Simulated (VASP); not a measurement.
Here is a VASP 6.6.1 calculation.

The input INCAR:

```
ALGO = Normal ; EDIFF = 1E-7
ENCUT = 520 ; GGA = RP
ISIF = 2 ; ISMEAR = 0
IVDW = 12 ; LASPH = True
LCHARG = True ; LELF = True
LREAL = False ; LVHAR = True
LWAVE = False ; NBANDS = 11
NELM = 80 ; PREC = Accurate
SIGMA = 0.1
```

Contents of KPOINTS:

```
k-points
0
Gamma
  9 9 9
```

File POSCAR:

```
MgS
1.0
    0.0000000000      2.6016500000      2.6016500000
    2.6016500000      0.0000000000      2.6016500000
    2.6016500000      2.6016500000      0.0000000000
S Mg
1 1
Direct
    0.5000000000      0.5000000000      0.5000000000
    0.0000000000      0.0000000000      0.0000000000
```

Potentials or basis: VASP PAW PBE potentials, release 64 (S, Mg).

Launch:

```bash
$ cat potpaw_PBE.64/S/POTCAR potpaw_PBE.64/Mg/POTCAR > POTCAR
$ mpirun -np 1 vasp_std > vasp.out
```

Q: What does it give for the band gap on the k mesh?

A: 3.04 eV, indirect (least direct gap 3.87 eV).

Q: What does it give for the pressure?

A: -13.6 GPa.

Caveat: the PAW data sets were made with another functional, which shifts forces and pressure a little. A k mesh can miss the band edges.
